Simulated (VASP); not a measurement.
A run of VASP 6.6.1 is set up as follows.

INCAR

```
SYSTEM = Ti
ALGO = Normal
EDIFF = 1E-6
ENCUT = 520
GGA = PS
ISIF = 2
ISMEAR = -1
LASPH = .TRUE.
LCHARG = .TRUE.
LELF = .TRUE.
LREAL = .FALSE.
LVHAR = .TRUE.
LWAVE = .FALSE.
NBANDS = 12
NELM = 80
PREC = Accurate
SIGMA = 0.1
```

Contents of KPOINTS:

```
k-points
0
G
  22 22 22
  0 0 0
```

Contents of POSCAR:

```
Ti
1.0
    0.0000000000      2.1073882873      2.1073882873
    2.1073882873      0.0000000000      2.1073882873
    2.1073882873      2.1073882873      0.0000000000
Ti
1
Direct
    0.0000000000      0.0000000000      0.0000000000
```

Potentials or basis: VASP PAW PBE potentials, release 64 (Ti_sv).

Command:

```console
$ cat potpaw_PBE.64/Ti_sv/POTCAR > POTCAR
$ mpirun -np 1 vasp_std > vasp.out
```

Question: Predict the pressure.

Answer: -10.7 GPa.

Question: Predict the band gap on the k mesh.

Answer: Zero (band 6 reaches 8.16 eV, above the bottom of band 7 at 6.88 eV).

Caveat: the PAW data sets were made with another functional, which shifts forces and pressure a little.
